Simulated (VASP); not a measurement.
Set up this calculation in VASP 6.6.1, as the native input.

```yaml
Task: single point
Functional: PBE
Potentials_or_basis: VASP PAW PBE potentials, release 64 (Al, Pt)
Cutoff: 520 eV
k_mesh: 4 × 4 × 4
Occupations: gaussian, width 0.1 eV
Spin: no spin polarisation
Dipole_correction: no
Further_INCAR_settings: ALGO = Fast; EDIFF = 1e-06; NBANDS = 19
```

The structure of Al4Pt lies in POSCAR:

```
Al4Pt
1.0
    0.0000000000      3.6056538876      3.6056538876
    3.6056538876      0.0000000000      3.6056538876
    3.6056538876      3.6056538876      0.0000000000
Al Pt
4 1
Direct
    0.8747901395      0.8747901395      0.8747901395
    0.8747901395      0.8747901395      0.3756295815
    0.8747901395      0.3756295815      0.8747901395
    0.3756295815      0.8747901395      0.8747901395
    0.5000000000      0.5000000000      0.5000000000
```

The cell was generated, and may not be a known phase.

These files were run (other wordings do the same):

INCAR

```
  PREC = Accurate
  ENCUT = 520
  EDIFF = 1E-6
  ISMEAR = 0
  SIGMA = 0.1
  LREAL = False
  LASPH = True
  NELM = 100
  ALGO = Fast
  ISIF = 2
  LWAVE = False
  LCHARG = True
  GGA = PE
  LELF = True
  LVHAR = True
  NBANDS = 19
```

KPOINTS

```
Automatic mesh
0
Gamma
  4 4 4
```

Potentials or basis: VASP PAW PBE potentials, release 64 (Al, Pt).

The run is started by

```bash
$ cat potpaw_PBE.64/Al/POTCAR potpaw_PBE.64/Pt/POTCAR > POTCAR
$ mpirun -np 1 vasp_std > vasp.out
```

Results of the run:

- Pressure: 0.3 GPa
- Largest force: 0.031 eV/Å
- Band gap on the k mesh: zero (bands 11 and 12 overlap by 0.34 eV)

Caveat: the k points lie up to 0.38 Å⁻¹ apart; spin-orbit coupling is left out, which moves the levels of the heavy elements.

Run time: 44 s on 1 thread of Intel Xeon 8259CL, with other jobs on the host, peak memory 0.24 GiB.
